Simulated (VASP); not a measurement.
# Pt (Pm-3m) in VASP: a series of runs, part 2 of 3

VASP 6.6.1. Earlier steps stand in the parts before.

### Step 3. Single point, r2SCAN

This run uses another cell than the first one, of 15.85 Å³/atom, 0.970 times its volume.

POSCAR

```
Pt
1.0
    2.5121999055      0.0000000000      0.0000000000
    0.0000000000      2.5121999055      0.0000000000
    0.0000000000      0.0000000000      2.5121999055
Pt
1
Direct
    0.0000000000      0.0000000000      0.0000000000
```

INCAR.step1

```
PREC     = Accurate       # precision mode
ENCUT    = 520            # plane-wave cutoff, eV
ISMEAR   = -1             # smearing method
SIGMA    = 0.05           # smearing width, eV
LREAL    = False          # projectors in reciprocal space
LASPH    = True           # aspherical terms in the spheres
NELM     = 60             # most SCF steps
NBANDS   = 11             # bands
GGA      = PE             # functional
ALGO     = Normal         # electronic algorithm
EDIFF    = 1E-4           # SCF threshold, eV
LWAVE    = True           # write WAVECAR
LCHARG   = False          # write CHGCAR
```

INCAR.step2

```
PREC     = Accurate       # precision mode
ENCUT    = 520            # plane-wave cutoff, eV
EDIFF    = 1E-6           # SCF threshold, eV
ISMEAR   = -1             # smearing method
SIGMA    = 0.05           # smearing width, eV
LREAL    = False          # projectors in reciprocal space
LASPH    = True           # aspherical terms in the spheres
NELM     = 60             # most SCF steps
ALGO     = Normal         # electronic algorithm
ISIF     = 2              # what is computed and relaxed
LWAVE    = False          # write WAVECAR
LCHARG   = False          # write CHGCAR
METAGGA  = R2SCAN         # meta-GGA
LMIXTAU  = True         
NBANDS   = 11             # bands
ISTART   = 1
```

KPOINTS

```
regular mesh
0
Gamma
  8 8 8
```

Potentials or basis: VASP PAW PBE potentials, release 64 (Pt).

Run with:

```
cat potpaw_PBE.64/Pt/POTCAR > POTCAR
cp INCAR.step1 INCAR
mpirun -np 1 vasp_std > vasp.out
cp INCAR.step2 INCAR
mpirun -np 1 vasp_std > vasp.out
```

OUTCAR:

```text
PREC = Accurate
   ENCUT = 520
   EDIFF = 1E-6
   ISMEAR = -1
   LREAL = False
   LASPH = True
   NELM = 60
   ISIF = 2
   METAGGA = R2SCAN
   ISTART = 1

 ion  position               nearest neighbor table
   1  0.000  0.000  0.000-

  LATTYP: Found a simple cubic cell.
 ALAT       =     2.5121999055

  Lattice vectors:

 A1 = (   2.5121999055,   0.0000000000,   0.0000000000)
 A2 = (   0.0000000000,   2.5121999055,   0.0000000000)
 A3 = (   0.0000000000,   0.0000000000,   2.5121999055)

Analysis of symmetry for initial positions (statically):
=====================================================================
 Subroutine PRICEL returns:
 Original cell was already a primitive cell.

 Routine SETGRP: Setting up the symmetry group for a
 simple cubic supercell.

 Subroutine GETGRP returns: Found 48 space group operations
 (whereof 48 operations were pure point group operations)
 out of a pool of 48 trial point group operations.

The static configuration has the point symmetry O_h .

Analysis of symmetry for dynamics (positions and initial velocities):
=====================================================================
 Subroutine PRICEL returns:
 Original cell was already a primitive cell.

 Routine SETGRP: Setting up the symmetry group for a
 simple cubic supercell.

 Subroutine GETGRP returns: Found 48 space group operations
 (whereof 48 operations were pure point group operations)
 out of a pool of 48 trial point group operations.

The dynamic configuration has the point symmetry O_h .

 Subroutine INISYM returns: Found 48 space group operations
 (whereof 48 operations are pure point group operations),
 and found     1 'primitive' translations

----------------------------------------------------------------------------------------

                                     Primitive cell
[... 106 lines left out ...]
   IALGO  =     38    algorithm
   IMIX   =      4    mixing-type and parameters
     AMIX     =   0.40;   BMIX     =  1.00
     AMIX_MAG =   1.60;   BMIX_MAG =  1.00
  volume/ion in A,a.u.               =      15.85       106.99
  Fermi-wavevector in a.u.,A,eV,Ry     =   1.403958  2.653095 26.818399  1.971097
  Thomas-Fermi vector in A             =   2.526567
   LORBIT       =      0    0 simple, 1 ext, 2 COOP (PROOUT), +10 PAW based schemes
   METAGGA = R2SCAN    functional components
   LHFCALC =     F    Hartree Fock is set to
   AEXX    =    0.0000 exact exchange contribution
   IVDW    =     0    specifies the selected vdW correction
   LEPSILON=     F    determine dielectric tensor
   LRPA    =     F    only Hartree local field effects (RPA)
 non-spin polarized calculation
  energy-cutoff  :      520.00
  volume of cell :       15.85
 maximum number of plane-waves:       441
 NGX is ok and might be reduce to    20
   NGX =  9   NGY =  9   NGZ =  9

 number of electron      10.0000003 magnetization

 Free energy of the ion-electron system (eV)
  ---------------------------------------------------
  ext. energy  EPLUGINS =         0.00000000
  ---------------------------------------------------
  free energy    TOTEN  =       -50.84158926 eV

  energy without entropy =      -50.82790428  energy(sigma->0) =      -50.83474677

 E-fermi :  10.2373     XC(G=0): -14.0285

 val. band max:       10.2289293401   @ k =   0.3750   0.3750   0.2500
 cond. band min:      10.2552489109   @ k =   0.5000   0.3750   0.0000
 fundamental gap:      0.0263195709
 Fermi energy:        10.2372660678

 k-point     1 :       0.0000    0.0000    0.0000
  band No.  band energies     occupation
      1       0.3381      2.00000
      2       3.1339      2.00000
      3       3.1339      2.00000
      4      10.5466      0.00410
      5      10.5466      0.00410
      6      10.5466      0.00410
      7      26.8275      0.00000
      8      26.8275      0.00000
      9      26.8275      0.00000
     10      33.7753      0.00000
     11      36.5810      0.00000
[... 309 lines left out ...]
 k-point    24 :       0.5000    0.3750    0.1250
  band No.  band energies     occupation
      1       3.4122      2.00000
      2       5.2105      2.00000
      3       7.2224      2.00000
      4       7.6388      2.00000
      5      10.6408      0.00062
      6      15.5750      0.00000
      7      16.2041      0.00000
      8      24.1869      0.00000
      9      25.5455      0.00000
     10      31.9622      0.00000
     11      34.5404      0.00000

 [... further k-points ...]
[... 5 lines left out ...]
  --------------------------------------------------------------------------------------
  -------------------------------------------------------------------------------------
  Total        3.0631535      3.0631535      3.0631535      0.0000000      0.0000000      0.0000000
  in kB      309.5399821    309.5399821    309.5399821      0.0000000      0.0000000      0.0000000
  external PRESSURE =     309.5399821 kB  Pullay stress =       0.0000000 kB

 VOLUME and BASIS-vectors are now :
 -----------------------------------------------------------------------------
  energy-cutoff  :      520.00
  volume of cell :       15.85
      direct lattice vectors                 reciprocal lattice vectors
     2.512199906  0.000000000  0.000000000     0.398057494  0.000000000  0.000000000
     0.000000000  2.512199906  0.000000000     0.000000000  0.398057494  0.000000000
     0.000000000  0.000000000  2.512199906     0.000000000  0.000000000  0.398057494

 POSITION                                       TOTAL-FORCE (eV/Angst)
 -----------------------------------------------------------------------------------
      0.00000      0.00000      0.00000         0.000000      0.000000      0.000000
 -----------------------------------------------------------------------------------
    total drift:                               -0.000000      0.000000      0.000000

  FREE ENERGIE OF THE ION-ELECTRON SYSTEM (eV)
  ---------------------------------------------------
  free  energy   TOTEN  =       -50.8415892630 eV

  energy  without entropy=      -50.8279042797  energy(sigma->0) =      -50.83474677
```

OUTCAR.step1:

```text
PREC = Accurate
   ENCUT = 520
   ISMEAR = -1
   LREAL = False
   LASPH = True
   NELM = 60
[... 551 lines left out ...]
 POSITION                                       TOTAL-FORCE (eV/Angst)
 -----------------------------------------------------------------------------------
      0.00000      0.00000      0.00000         0.000000      0.000000      0.000000
 -----------------------------------------------------------------------------------
    total drift:                                0.000000      0.000000      0.000000

  FREE ENERGIE OF THE ION-ELECTRON SYSTEM (eV)
  ---------------------------------------------------
  free  energy   TOTEN  =        -5.3703192458 eV

  energy  without entropy=       -5.3579441639  energy(sigma->0) =       -5.36413170
```

OSZICAR.step1:

```text
N       E                     dE             d eps       ncg     rms          rms(c)
DAV:   1     0.426928363800E+02    0.42693E+02   -0.54407E+03   781   0.854E+02
DAV:   2    -0.503738120121E+01   -0.47730E+02   -0.45618E+02   872   0.179E+02
DAV:   3    -0.569509597788E+01   -0.65771E+00   -0.65629E+00   915   0.198E+01
DAV:   4    -0.569803311443E+01   -0.29371E-02   -0.29370E-02   904   0.155E+00
DAV:   5    -0.569805766732E+01   -0.24553E-04   -0.24552E-04   913   0.130E-01    0.130E+01
DAV:   6    -0.540796113793E+01    0.29010E+00   -0.61911E-01   827   0.625E+00    0.710E+00
DAV:   7    -0.537389527377E+01    0.34066E-01   -0.88158E-02   881   0.234E+00    0.253E+00
DAV:   8    -0.537039218944E+01    0.35031E-02   -0.26427E-03   878   0.463E-01    0.208E-01
DAV:   9    -0.537031924575E+01    0.72944E-04   -0.28366E-04   657   0.136E-01
   1 F= -.53703192E+01 E0= -.53641317E+01  d E =-.123751E-01
```

Run time: 9.6 s. Hardware: 1 thread of Intel Xeon 6975P-C (Granite Rapids), shared host; peak memory 0.13 GiB.

Results:

| Quantity | Value |
| --- | --- |
| Free energy | -50.8416 eV |
| Pressure | 31.0 GPa |
| Band gap on the k mesh | zero (band 5 reaches 12.90 eV, above the bottom of band 6 at 8.96 eV) |

Levels at points of the mesh, in eV from the Fermi level:
| k point | band 2 | band 3 | band 4 | band 5 | band 6 | band 7 | band 8 | band 9 |
| --- | --- | --- | --- | --- | --- | --- | --- | --- |
| (0.00, 0.00, 0.00) | -7.10 | -7.10 | 0.31 | 0.31 | 0.31 | 16.59 | 16.59 | 16.59 |
| (0.50, 0.00, 0.00) | -6.38 | -2.46 | -2.46 | -0.90 | 0.58 | 5.52 | 17.36 | 21.22 |
| (0.50, 0.50, 0.00) | -5.72 | -1.95 | -1.95 | 2.47 | 4.81 | 4.81 | 11.65 | 15.07 |
| (0.50, 0.50, 0.50) | -6.19 | -6.19 | 2.66 | 2.66 | 10.22 | 11.36 | 11.36 | 11.36 |

Caveat: the PAW data sets were made with another functional, which shifts forces and pressure a little; spin-orbit coupling is left out, which moves the levels of the heavy elements.

(Part 2 of 3 ends here.)
